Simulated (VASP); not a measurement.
Here is a VASP 6.6.1 calculation.

The input POSCAR:

```
TiAl
1.0
    3.1713456453      0.0000000000      0.0000000000
    0.0000000000      3.1713456453      0.0000000000
    0.0000000000      0.0000000000      3.0762052759
Ti Al
1 1
Direct
    0.0000000000      0.0000000000      0.0000000000
    0.5000000000      0.5000000000      0.5000000000
```

Contents of INCAR.step1:

```
SYSTEM = TiAl
ALGO = Normal ; EDIFF = 1E-4
ENCUT = 520 ; GGA = PE
ISMEAR = 0 ; LASPH = .True.
LCHARG = .False. ; LREAL = .False.
LWAVE = .True. ; NBANDS = 14
NELM = 80 ; PREC = Accurate
SIGMA = 0.15
```

INCAR.step2

```
SYSTEM = TiAl
ALGO = Normal ; EDIFF = 1E-6
ENCUT = 520 ; ISIF = 2
ISMEAR = 0 ; ISTART = 1
LASPH = .True. ; LCHARG = .False.
LMIXTAU = .True. ; LREAL = .False.
LWAVE = .False. ; METAGGA = R2SCAN
NBANDS = 14 ; NELM = 80
PREC = Accurate ; SIGMA = 0.15
```

Contents of KPOINTS:

```
k-points
0
Gamma
  20 20 20
  0 0 0
```

Potentials or basis: VASP PAW PBE potentials, release 64 (Ti_sv, Al).

Launch:

```sh
$ cat potpaw_PBE.64/Ti_sv/POTCAR potpaw_PBE.64/Al/POTCAR > POTCAR
$ cp INCAR.step1 INCAR
$ mpirun -np 1 vasp_std > vasp.out
$ cp INCAR.step2 INCAR
$ mpirun -np 1 vasp_std > vasp.out
```

Estimate the pressure.

4.1 GPa.

Predict the band gap on the k mesh.

zero (an odd number of electrons rules out a gap without spin polarisation).

Stress tensor (GPa, compression positive):
```
4.23 0.00 0.00
0.00 4.23 0.00
0.00 0.00 3.83
```

Caveat: the cell differs from its parent crystal (strain +0.000 along x and y, -0.030 along z); the cell stands under pressure; the PAW data sets were made with another functional, which shifts forces and pressure a little.
